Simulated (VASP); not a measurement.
Runs of VASP 6.6.1 on SiHC. The structure is that of space group P-6m2 (No. 187), or close to it. The cells are those of the table. 

```tsv
task	cell	k mesh	cutoff (eV)	gap on the mesh (eV)	pressure (GPa)	relaxed volume (Å³/atom)
relaxation of cell and atoms	relaxed from a = 3.644, b = 3.644, c = 3.191 Å, angles 90.0, 90.0, 120.0°, 3 atoms	6 × 6 × 6	600	none	-0.5	6.96
single point	a = 2.894, b = 2.894, c = 2.863 Å, angles 90.0, 90.0, 120.0°, 3 atoms	18 × 18 × 16	520	none	0.1	-
relaxation of cell and atoms	relaxed from a = 2.923, b = 2.923, c = 2.812 Å, angles 90.0, 90.0, 120.0°, 3 atoms	18 × 18 × 16	600	none	-0.1	(a)
single point	a = 2.923, b = 2.923, c = 2.812 Å, angles 90.0, 90.0, 120.0°, 3 atoms	6 × 6 × 6	520	none	0.1	-
```

Alike in all rows: level PBE; potentials or basis VASP PAW PBE potentials, release 64 (Si, H, C); no spin polarisation; smearing gaussian 0.1 eV.

**Question.** Fill in the values left out.

**Answer.** (a) 6.93.

Caveats: some runs use coarse meshes; the volume moved by over 15 % at a fixed basis, so the end points are rough (some runs).

A gap of «none» marks levels without a gap at the run's occupations.
